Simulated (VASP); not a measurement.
Here is a VASP 6.6.1 calculation.

Contents of INCAR:

```
ALGO = Normal
EDIFF = 1E-6
ENCUT = 520
GGA = PE
ISIF = 2
ISMEAR = -1
LASPH = True
LCHARG = False
LREAL = False
LWAVE = False
NBANDS = 46
NELM = 100
PREC = Accurate
SIGMA = 0.02
```

Contents of KPOINTS:

```
k-points
0
Gamma
  6 6 4
```

File POSCAR:

```
Ga4As3N
1.0
    6.3702627809     -1.9335538323     -0.0321149940
    6.3702627809      1.9335538323     -0.0321149940
   -1.1912604767      0.0000000000      6.5857509364
N As Ga
1 3 4
Direct
   -0.0010147693     -0.0010147693      0.0034752293
    0.5012702349      0.5012702349      0.4995076612
    0.7465430840      0.7465430840      0.2325390874
    0.2533326736      0.2533326736      0.7699064529
    0.4500581051      0.4500581051      0.8568221839
    0.9454552287      0.9454552287      0.2698430028
    0.1572269121      0.1572269121      0.0564393716
    0.6971285310      0.6971285310      0.5614670109
```

Potentials or basis: VASP PAW PBE potentials, release 64 (N, As, Ga_d).

Command:

```bash
$ cat potpaw_PBE.64/N/POTCAR potpaw_PBE.64/As/POTCAR potpaw_PBE.64/Ga_d/POTCAR > POTCAR
$ mpirun -np 1 vasp_std > vasp.out
```

**Question.** Estimate the band gap on the k mesh.

**Answer.** Zero (bands 36 and 37 overlap by 0.09 eV).

**Question.** Estimate the pressure.

**Answer.** 0.2 GPa.

**Question.** What does it give for the largest force?

**Answer.** 0.008 eV/Å.

Forces on the atoms (eV/Å):
```
N    0.002  0.000  0.000
As  -0.002  0.000  0.004
As   0.008  0.000 -0.001
As  -0.002  0.000  0.007
Ga   0.003  0.000 -0.004
Ga  -0.003  0.000 -0.001
Ga  -0.004  0.000 -0.005
Ga  -0.003  0.000  0.001
```

Caveat: semilocal functionals underestimate gaps, and a narrow one can read as zero.
